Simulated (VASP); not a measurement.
Set up this calculation in VASP 6.6.1, as the native input.

| Item | Value |
| --- | --- |
| Task | relaxation of cell and atoms |
| Functional | PBEsol |
| Potentials or basis | VASP PAW PBE potentials, release 64 (K_sv, Cl) |
| Cutoff | 600 eV |
| k mesh | 6 × 6 × 6 |
| Occupations | gaussian, width 0.01 eV |
| Spin | no spin polarisation |
| Target pressure | 2 GPa |
| Dipole correction | no |
| Further INCAR settings | ALGO = Normal; EDIFF = 1e-07; IBRION = 2; EDIFFG = -0.002; NSW = 100; ISIF = 3 |

The structure of KCl lies in POSCAR:

```
KCl
1.0
    3.1212775812      3.1212775812      0.0000000000
   -3.1212775812      3.1212775812      0.0000000000
    0.0000000000      3.1212775812      3.1212775812
K Cl
1 1
Direct
    0.0000000000      0.0000000000      0.0000000000
    0.5000000000      0.5000000000      0.0000000000
```

The input as run:

INCAR

```
SYSTEM = KCl
PREC = Accurate
ENCUT = 600
EDIFF = 1E-7
ISMEAR = 0
SIGMA = 0.01
LREAL = .FALSE.
LASPH = .TRUE.
NELM = 100
ALGO = Normal
ISIF = 3
LWAVE = .FALSE.
LCHARG = .FALSE.
GGA = PS
IBRION = 2
NSW = 100
EDIFFG = -0.002
PSTRESS = 20.0
```

KPOINTS

```
regular mesh
0
G
  6 6 6
  0 0 0
```

Potentials or basis: VASP PAW PBE potentials, release 64 (K_sv, Cl).

Command:

```sh
$ cat potpaw_PBE.64/K_sv/POTCAR potpaw_PBE.64/Cl/POTCAR > POTCAR
$ mpirun -np 1 vasp_std > vasp.out
```

Results of the run:

| Quantity | Value |
| --- | --- |
| Relaxed volume | 28.01 Å³/atom |
| Relaxed cell | a = 4.295 Å, b = 4.295 Å, c = 4.295 Å, α = 60.00°, β = 60.00°, γ = 90.00° |
| Space group after relaxing (to 0.05 Å) | Fm-3m (No. 225) |
| Energy change on relaxing (the enthalpy is what falls) | +14.6 meV/atom |
| Ionic steps | 4 |
| Pressure after relaxing | 2.0 GPa |
| Band gap on the k mesh | 5.38 eV, direct |

Caveat: the cell is relaxed towards a set pressure, so the enthalpy falls and the energy may rise; the PAW data sets were made with another functional, which shifts forces and pressure a little.

Wall time 91 s on 1 thread of AMD EPYC 7R13 (shared host), peak memory 0.19 GiB.
